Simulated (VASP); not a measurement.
# SnO2 (Pnnm) in VASP: a series of runs

Runs on SnO2. Level: LDA. Tasks: single point.

All numbers are computed with VASP 6.6.1; they aren't measurements. Logs are shortened: lines on timing, memory, paths and dates and some standing lists are left out, and cuts for length are marked.

## Step 1: The cell of the first run

It takes space group Pnnm (No. 58, orthorhombic). The conventional cell has a = 4.792 Å, b = 4.793 Å, c = 3.238 Å, α = 90.00°, β = 90.00°, γ = 90.00°. Within 2.5 Å of Sn (site symmetry 2/m) lie 6 O at 1.91 to 2.21 Å. O (site symmetry m) has 3 Sn at 1.91 to 2.21 Å within 2.5 Å.

## Step 2: Single point, LDA (atoms shifted along a free coordinate)

The input, INCAR:

```
PREC     = Accurate       # precision mode
ENCUT    = 520            # plane-wave cutoff, eV
EDIFF    = 1E-6           # SCF threshold, eV
ISMEAR   = 0              # smearing method
SIGMA    = 0.05           # smearing width, eV
LREAL    = False          # projectors in reciprocal space
LASPH    = True           # aspherical terms in the spheres
NELM     = 80             # most SCF steps
ALGO     = Normal         # electronic algorithm
ISIF     = 2              # what is computed and relaxed
LWAVE    = False          # write WAVECAR
LCHARG   = True           # write CHGCAR
GGA      = CA             # functional
LELF     = True           # ELF
LVHAR    = True         
NBANDS   = 35             # bands
```

The input, KPOINTS:

```
regular mesh
0
Gamma
  6 6 8
```

The input, POSCAR:

```
SnO2
1.0
    4.7924604755      0.0000000000      0.0000000000
    0.0000000000      4.7929689394      0.0000000000
    0.0000000000      0.0000000000      3.2376852524
Sn O
2 4
Direct
    0.5000000000      0.5000000000      0.5000000000
    0.0000000000      0.0000000000      0.0000000000
    0.3059920358      0.2542676980      0.0000000000
    0.8059920358      0.2457323020      0.5000000000
    0.1940079642      0.7542676980      0.5000000000
    0.6940079642      0.7457323020      0.0000000000
```

Potentials or basis: VASP PAW LDA potentials, release 64 (Sn_d, O).

Launch:

```console
$ cat potpaw_LDA.64/Sn_d/POTCAR potpaw_LDA.64/O/POTCAR > POTCAR
$ mpirun -np 1 vasp_std > vasp.out
```

OUTCAR:

```text
PREC = Accurate
   ENCUT = 520
   EDIFF = 1E-6
   ISMEAR = 0
   LREAL = False
   LASPH = True
   NELM = 80
   ISIF = 2
   GGA = CA

 ion  position               nearest neighbor table
   1  0.500  0.500  0.500-   4 1.91   5 1.91   3 2.21   6 2.21   3 2.21   6 2.21   2 3.76   2 3.76
                             2 3.76   2 3.76   2 3.76   2 3.76   2 3.76   2 3.76
   2  0.000  0.000  0.000-   3 1.91   6 1.91   5 2.21   4 2.21   4 2.21   5 2.21   1 3.76   1 3.76
                             1 3.76   1 3.76   1 3.76   1 3.76   1 3.76   1 3.76
   3  0.306  0.254  0.000-   2 1.91   1 2.21   1 2.21
   4  0.806  0.246  0.500-   1 1.91   2 2.21   2 2.21
   5  0.194  0.754  0.500-   1 1.91   2 2.21   2 2.21
   6  0.694  0.746  0.000-   2 1.91   1 2.21   1 2.21

  LATTYP: Found a simple orthorhombic cell.
 ALAT       =     3.2376852524
 B/A-ratio  =     1.4802119730
 C/A-ratio  =     1.4803690185

  Lattice vectors:

 A1 = (   0.0000000000,   0.0000000000,   3.2376852524)
 A2 = (   4.7924604755,   0.0000000000,   0.0000000000)
 A3 = (   0.0000000000,   4.7929689394,   0.0000000000)

Analysis of symmetry for initial positions (statically):
=====================================================================
 Subroutine PRICEL returns:
 Original cell was already a primitive cell.

 Routine SETGRP: Setting up the symmetry group for a
 simple orthorhombic supercell.

 Subroutine GETGRP returns: Found  8 space group operations
 (whereof  4 operations were pure point group operations)
 out of a pool of  8 trial point group operations.

The static configuration has the point symmetry C_2h.
 The point group associated with its full space group is D_2h.

Analysis of symmetry for dynamics (positions and initial velocities):
=====================================================================
 Subroutine PRICEL returns:
 Original cell was already a primitive cell.

 Routine SETGRP: Setting up the symmetry group for a
 simple orthorhombic supercell.

 Subroutine GETGRP returns: Found  8 space group operations
 (whereof  4 operations were pure point group operations)
 out of a pool of  8 trial point group operations.

The dynamic configuration has the point symmetry C_2h.
 The point group associated with its full space group is D_2h.

 Subroutine INISYM returns: Found  8 space group operations
 (whereof  4 operations are pure point group operations),
 and found     1 'primitive' translations

----------------------------------------------------------------------------------------

                                     Primitive cell

  volume of cell :      74.3700

  direct lattice vectors                    reciprocal lattice vectors
     4.792460476  0.000000000  0.000000000     0.208661084  0.000000000  0.000000000
     0.000000000  4.792968939  0.000000000     0.000000000  0.208638949  0.000000000
     0.000000000  0.000000000  3.237685252     0.000000000  0.000000000  0.308862636

  length of vectors
     4.792460476  4.792968939  3.237685252     0.208661084  0.208638949  0.308862636

  position of ions in fractional coordinates (direct lattice)
     0.500000000  0.500000000  0.500000000
     0.000000000  0.000000000  0.000000000
     0.305992036  0.254267698  0.000000000
     0.805992036  0.245732302  0.500000000
     0.194007964  0.754267698  0.500000000
     0.694007964  0.745732302  0.000000000

  ion indices of the primitive-cell ions
   primitive index   ion index
                 1           1
                 2           2
                 3           3
                 4           4
                 5           5
                 6           6

----------------------------------------------------------------------------------------

 KPOINTS: regular mesh

Automatic generation of k-mesh.
 Grid dimensions read from file:
 generate k-points for:    6    6    8

 Generating k-lattice:

  Cartesian coordinates                     Fractional coordinates (reciprocal lattice)
     0.034776847  0.000000000  0.000000000     0.166666667  0.000000000  0.000000000
[... 45 lines left out ...]
 Gauss-broadening in eV      SIGMA  =   0.05
  energy-cutoff  :      520.00
  volume of cell :       74.37
 maximum number of plane-waves:      2044
 NGX is ok and might be reduce to    36
   NGX = 17   NGY = 17   NGZ = 13

 number of electron      52.0000011 magnetization

 Free energy of the ion-electron system (eV)
  ---------------------------------------------------
  ext. energy  EPLUGINS =         0.00000000
  ---------------------------------------------------
  free energy    TOTEN  =       -40.91859975 eV

  energy without entropy =      -40.91859975  energy(sigma->0) =      -40.91859975

 E-fermi :   5.3786     XC(G=0): -11.6247

 val. band max:        5.1590295316   @ k =   0.0000   0.1667   0.0000
 cond. band min:       6.0153969249   @ k =   0.0000   0.0000   0.0000
 fundamental gap:      0.8563673933
 Fermi energy:         5.3786263611

 k-point     1 :       0.0000    0.0000    0.0000
  band No.  band energies     occupation
      1     -15.8769      2.00000
      2     -15.2823      2.00000
      3     -14.8220      2.00000
      4     -14.7895      2.00000
      5     -14.7317      2.00000
      6     -14.7286      2.00000
[... 27 lines left out ...]
     34      17.5941      0.00000
     35      18.3258      0.00000

 k-point     2 :       0.1667    0.0000    0.0000
  band No.  band energies     occupation
      1     -15.8411      2.00000
      2     -15.3228      2.00000
      3     -14.8201      2.00000
      4     -14.7918      2.00000
      5     -14.7286      2.00000
      6     -14.7261      2.00000
[... 27 lines left out ...]
     34      17.6630      0.00000
     35      17.8798      0.00000

 k-point     3 :       0.3333    0.0000    0.0000
  band No.  band energies     occupation
      1     -15.7395      2.00000
      2     -15.4370      2.00000
      3     -14.8145      2.00000
      4     -14.7982      2.00000
      5     -14.7219      2.00000
      6     -14.7205      2.00000
[... 27 lines left out ...]
     34      17.3452      0.00000
     35      17.5383      0.00000
[... 723 lines left out ...]
 k-point    23 :       0.3333    0.1667    0.1250
  band No.  band energies     occupation
      1     -15.7122      2.00000
      2     -15.4810      2.00000
      3     -14.8024      2.00000
      4     -14.7908      2.00000
      5     -14.7744      2.00000
      6     -14.7342      2.00000
[... 27 lines left out ...]
     34      16.4084      0.00000
     35      17.5562      0.00000

 k-point    24 :       0.5000    0.1667    0.1250
  band No.  band energies     occupation
      1     -15.6026      2.00000
      2     -15.6026      2.00000
      3     -14.7972      2.00000
      4     -14.7972      2.00000
      5     -14.7512      2.00000
      6     -14.7512      2.00000
[... 27 lines left out ...]
     34      15.9764      0.00000
     35      17.7531      0.00000

 [... further k-points ...]
[... 5 lines left out ...]
  --------------------------------------------------------------------------------------
  -------------------------------------------------------------------------------------
  Total        1.6127183     -3.4060092     -4.6521641      0.0000000      0.0000000      0.0000000
  in kB       34.7433202    -73.3767752   -100.2230985      0.0000000      0.0000000      0.0000000
  external PRESSURE =     -46.2855178 kB  Pullay stress =       0.0000000 kB

 VOLUME and BASIS-vectors are now :
 -----------------------------------------------------------------------------
  energy-cutoff  :      520.00
  volume of cell :       74.37
      direct lattice vectors                 reciprocal lattice vectors
     4.792460476  0.000000000  0.000000000     0.208661084  0.000000000  0.000000000
     0.000000000  4.792968939  0.000000000     0.000000000  0.208638949  0.000000000
     0.000000000  0.000000000  3.237685252     0.000000000  0.000000000  0.308862636

 POSITION                                       TOTAL-FORCE (eV/Angst)
 -----------------------------------------------------------------------------------
      2.39623      2.39648      1.61884         0.000000      0.000000      0.000000
      0.00000      0.00000      0.00000         0.000000      0.000000      0.000000
      1.46645      1.21870      0.00000         2.217686      2.418898     -0.000000
      3.86268      1.17779      1.61884         2.217686     -2.418898      0.000000
      0.92978      3.61518      1.61884        -2.217686      2.418898      0.000000
      3.32601      3.57427      0.00000        -2.217686     -2.418898      0.000000
 -----------------------------------------------------------------------------------
    total drift:                                0.000000      0.000000      0.000000

  FREE ENERGIE OF THE ION-ELECTRON SYSTEM (eV)
  ---------------------------------------------------
  free  energy   TOTEN  =       -40.9185997451 eV

  energy  without entropy=      -40.9185997451  energy(sigma->0) =      -40.91859975
```

Run time: 2.8 min. Hardware: 1 thread of Intel Xeon 8259CL, shared host; peak memory 0.24 GiB.

Results:

```
Free energy            : -40.9186 eV
Pressure               : -4.6 GPa
Largest force          : 3.282 eV/Å
Band gap on the k mesh : 0.86 eV (least direct gap 1.05 eV)
```

Forces on the atoms (eV/Å):
```
Sn   0.000  0.000  0.000
Sn   0.000  0.000  0.000
O    2.218  2.419  0.000
O    2.218 -2.419  0.000
O   -2.218  2.419  0.000
O   -2.218 -2.419  0.000
```

Caveat: the cell differs from its parent crystal (atoms shifted along a free coordinate); the stress differs along the axes, from -10 to 3 GPa; spin-orbit coupling is left out, which moves the levels of the heavy elements; forces of over 1 eV/Å act on the atoms, so gaps and moduli don't describe the material at rest.

## Step 3: Single point, LDA (atoms shifted along a free coordinate)

The input, INCAR:

```
PREC = Accurate
ENCUT = 520
EDIFF = 1E-6
ISMEAR = 0
SIGMA = 0.05
LREAL = F
LASPH = T
NELM = 60
ALGO = Normal
ISIF = 2
LWAVE = F
LCHARG = T
LELF = T
LVHAR = T
NBANDS = 35
```

KPOINTS is that of step 2.

The input, POSCAR:

```
SnO2
1.0
    4.7924604755      0.0000000000      0.0000000000
    0.0000000000      4.7929689394      0.0000000000
    0.0000000000      0.0000000000      3.2376852524
Sn O
2 4
Direct
    0.5000000000      0.5000000000      0.5000000000
    0.0000000000      0.0000000000      0.0000000000
    0.3059920358      0.3580673078      0.0000000000
    0.8059920358      0.1419326922      0.5000000000
    0.1940079642      0.8580673078      0.5000000000
    0.6940079642      0.6419326922      0.0000000000
```

Potentials or basis: VASP PAW LDA potentials, release 64 (Sn_d, O).

Launch:

```console
$ cat potpaw_LDA.64/Sn_d/POTCAR potpaw_LDA.64/O/POTCAR > POTCAR
$ mpirun -np 1 vasp_std > vasp.out
```

Wall time 2.7 min (1 thread of Intel Xeon 8259CL, shared host); peak memory 0.24 GiB.

The run converged. Its results:

```
Free energy            : -40.9633 eV
Pressure               : 2.9 GPa
Largest force          : 3.828 eV/Å
Band gap on the k mesh : 1.17 eV
```

Forces in eV/Å, atoms in the order of the input:
```
Sn   0.000  0.000  0.000
Sn   0.000  0.000  0.000
O   -2.827 -2.581  0.000
O   -2.827  2.581  0.000
O    2.827 -2.581  0.000
O    2.827  2.581  0.000
```

Stress tensor (GPa, compression positive):
```
 7.00  0.00  0.00
 0.00 -3.45  0.00
 0.00  0.00  5.17
```

Levels at points of the mesh, in eV from the valence-band top:
```
           k point  band 23  band 24  band 25  band 26  band 27  band 28  band 29  band 30
(0.00, 0.00, 0.00)    -0.90    -0.49    -0.38     0.00     1.17     4.73     6.23     6.46
(0.50, 0.00, 0.00)    -1.00    -1.00    -0.41    -0.41     3.76     3.76     6.02     6.02
(0.00, 0.50, 0.00)    -0.99    -0.99    -0.66    -0.66     4.02     4.02     6.81     6.81
(0.50, 0.50, 0.00)    -1.03    -1.03    -0.67    -0.67     3.81     3.81     6.79     6.79
(0.00, 0.00, 0.50)    -1.36    -1.36    -0.95    -0.95     6.38     6.38     8.73     8.73
(0.50, 0.00, 0.50)    -0.85    -0.85    -0.29    -0.29     6.71     6.71     7.35     7.35
(0.00, 0.50, 0.50)    -1.00    -1.00    -0.23    -0.23     6.61     6.61     6.94     6.94
(0.50, 0.50, 0.50)    -1.17    -1.17    -0.61    -0.61     5.82     5.82     7.60     7.60
```

Caveat: the cell differs from its parent crystal (atoms shifted along a free coordinate); the stress differs along the axes, from -3 to 7 GPa; spin-orbit coupling is left out, which moves the levels of the heavy elements; forces of over 1 eV/Å act on the atoms, so gaps and moduli don't describe the material at rest.

## Step 4: Single point, LDA (atoms shifted along a free coordinate)

The input, INCAR:

```
SYSTEM = SnO2
ALGO = Normal
EDIFF = 1E-6
ENCUT = 520
ISIF = 2
ISMEAR = 0
LASPH = .True.
LCHARG = .False.
LREAL = .False.
LWAVE = .False.
NBANDS = 35
NELM = 80
PREC = Accurate
SIGMA = 0.05
```

The input, KPOINTS:

```
k-points
0
Gamma
  6 6 8
  0 0 0
```

Edit POSCAR of step 3 so:

```diff
@@ -2,5 +2,5 @@
 1.0
-    4.7924604755      0.0000000000      0.0000000000
-    0.0000000000      4.7929689394      0.0000000000
-    0.0000000000      0.0000000000      3.2376852524
+    4.6455914113      0.0000000000      0.0000000000
+    0.0000000000      4.6460842930      0.0000000000
+    0.0000000000      0.0000000000      3.1384636093
 Sn O
```

Launch:

```console
$ cat potpaw_LDA.64/Sn_d/POTCAR potpaw_LDA.64/O/POTCAR > POTCAR
$ mpirun -np 1 vasp_std > vasp.out
```

It took 53 s on 1 thread of Intel Xeon 6975P-C (Granite Rapids), shared host; peak memory 0.25 GiB.

It converged, with:

| Quantity | Value |
| --- | --- |
| Free energy | -40.3780 eV |
| Pressure | 26.9 GPa |
| Largest force | 5.312 eV/Å |
| Band gap on the k mesh | 2.17 eV |

Forces on the atoms (eV/Å):
```
Sn   0.000  0.000  0.000
Sn   0.000  0.000  0.000
O   -4.066 -3.419  0.000
O   -4.066  3.419  0.000
O    4.066 -3.419  0.000
O    4.066  3.419  0.000
```

Stress tensor (GPa, compression positive):
```
27.17  0.00  0.00
 0.00 11.90  0.00
 0.00  0.00 41.56
```

Levels at points of the mesh, in eV from the valence-band top:
```tsv
k point	band 24	band 25	band 26	band 27	band 28	band 29
(0.00, 0.00, 0.00)	-0.56	-0.44	0.00	2.17	5.55	6.78
(0.50, 0.00, 0.00)	-0.87	-0.50	-0.50	4.72	4.72	6.45
(0.00, 0.50, 0.00)	-0.86	-0.70	-0.70	4.98	4.98	7.39
(0.50, 0.50, 0.00)	-0.95	-0.77	-0.77	4.79	4.79	7.38
(0.00, 0.00, 0.50)	-1.61	-1.01	-1.01	7.49	7.49	9.52
(0.50, 0.00, 0.50)	-1.03	-0.18	-0.18	7.85	7.85	8.01
(0.00, 0.50, 0.50)	-1.19	-0.09	-0.09	7.60	7.60	7.75
(0.50, 0.50, 0.50)	-1.30	-0.74	-0.74	6.86	6.86	8.13
```

Caveat: the cell differs from its parent crystal (atoms shifted along a free coordinate); the stress differs along the axes, from 12 to 42 GPa; spin-orbit coupling is left out, which moves the levels of the heavy elements; forces of over 1 eV/Å act on the atoms, so gaps and moduli don't describe the material at rest.

## Step 5: Single point, LDA (atoms shifted along a free coordinate)

The input, INCAR:

```
PREC = Accurate ; ENCUT = 520
EDIFF = 1E-6 ; ISMEAR = 0
SIGMA = 0.05 ; LREAL = F
LASPH = T ; NELM = 80
ALGO = Normal ; ISIF = 2
LWAVE = F ; LCHARG = T
GGA = CA ; LELF = T
LVHAR = T ; NBANDS = 35
```

The input, KPOINTS:

```
regular mesh
0
Gamma
  6 6 8
```

The input, POSCAR:

```
SnO2
1.0
    4.6455914113      0.0000000000      0.0000000000
    0.0000000000      4.6460842930      0.0000000000
    0.0000000000      0.0000000000      3.1384636093
Sn O
2 4
Direct
    0.5000000000      0.5000000000      0.5000000000
    0.0000000000      0.0000000000      0.0000000000
    0.3059920358      0.2542676980      0.0000000000
    0.8059920358      0.2457323020      0.5000000000
    0.1940079642      0.7542676980      0.5000000000
    0.6940079642      0.7457323020      0.0000000000
```

Launch:

```console
$ cat potpaw_LDA.64/Sn_d/POTCAR potpaw_LDA.64/O/POTCAR > POTCAR
$ mpirun -np 1 vasp_std > vasp.out
```

Wall time 83 s (1 thread of Intel Xeon 6975P-C (Granite Rapids), shared host); peak memory 0.25 GiB.

The run converged. Its results:

```yaml
Free_energy: -40.7021 eV
Pressure: 16.5 GPa
Largest_force: 4.310 eV/Å
Band_gap_on_the_k_mesh: 1.70 eV (least direct gap 1.71 eV)
```

Forces on the atoms (eV/Å):
```
Sn   0.000  0.000  0.000
Sn   0.000  0.000  0.000
O    3.072  3.022  0.000
O    3.072 -3.022  0.000
O   -3.072  3.022  0.000
O   -3.072 -3.022  0.000
```

Stress tensor (GPa, compression positive):
```
29.23  0.00  0.00
 0.00 14.11  0.00
 0.00  0.00  6.02
```

Levels at points of the mesh, in eV from the valence-band top:
| k point | band 23 | band 24 | band 25 | band 26 | band 27 | band 28 | band 29 | band 30 |
| --- | --- | --- | --- | --- | --- | --- | --- | --- |
| (0.00, 0.00, 0.00) | -0.92 | -0.62 | -0.52 | -0.02 | 1.70 | 6.37 | 6.44 | 7.57 |
| (0.50, 0.00, 0.00) | -0.97 | -0.97 | -0.34 | -0.34 | 5.16 | 5.16 | 8.30 | 8.30 |
| (0.00, 0.50, 0.00) | -0.96 | -0.96 | -0.25 | -0.25 | 4.98 | 4.98 | 7.43 | 7.43 |
| (0.50, 0.50, 0.00) | -1.15 | -1.15 | -0.60 | -0.60 | 6.07 | 6.07 | 8.03 | 8.03 |
| (0.00, 0.00, 0.50) | -1.68 | -1.68 | -0.98 | -0.98 | 6.44 | 6.44 | 9.19 | 9.19 |
| (0.50, 0.00, 0.50) | -1.23 | -1.23 | -0.15 | -0.15 | 6.78 | 6.78 | 7.55 | 7.55 |
| (0.00, 0.50, 0.50) | -0.71 | -0.71 | -0.68 | -0.68 | 6.93 | 6.93 | 7.53 | 7.53 |
| (0.50, 0.50, 0.50) | -0.59 | -0.59 | -0.52 | -0.52 | 4.11 | 4.11 | 9.80 | 9.80 |

Caveat: the cell differs from its parent crystal (atoms shifted along a free coordinate); the stress differs along the axes, from 6 to 29 GPa; spin-orbit coupling is left out, which moves the levels of the heavy elements; forces of over 1 eV/Å act on the atoms, so gaps and moduli don't describe the material at rest. A k mesh can miss the band edges.

## Step 6: Overview

```csv
cell,gap on the mesh (eV),pressure (GPa),largest force (eV/Å)
"a = 4.792, b = 4.793, c = 3.238 Å, 6 atoms, atomic positions A",0.86,-4.6,3.28
"a = 4.792, b = 4.793, c = 3.238 Å, 6 atoms, atomic positions B",1.17,2.9,3.83
"a = 4.646, b = 4.646, c = 3.138 Å, 6 atoms, atomic positions B",2.17,26.9,5.31
"a = 4.646, b = 4.646, c = 3.138 Å, 6 atoms, atomic positions A",1.70,16.5,4.31
```

Alike in all rows: task single point; level LDA; potentials or basis VASP PAW LDA potentials, release 64 (Sn_d, O); no spin polarisation; k mesh 6 × 6 × 8; cutoff (eV) 520; smearing gaussian 0.05 eV.

Caveats: spin-orbit coupling is left out, which moves the levels of the heavy elements; forces of over 1 eV/Å act on the atoms, so gaps and moduli don't describe the material at rest; the stress differs along the axes, from -10 to 3 GPa (at least some runs); the stress differs along the axes, from -3 to 7 GPa (at least some runs); the stress differs along the axes, from 12 to 42 GPa (at least some runs); the stress differs along the axes, from 6 to 29 GPa (at least some runs).

Absolute energies hang on the potentials; compare differences alone.
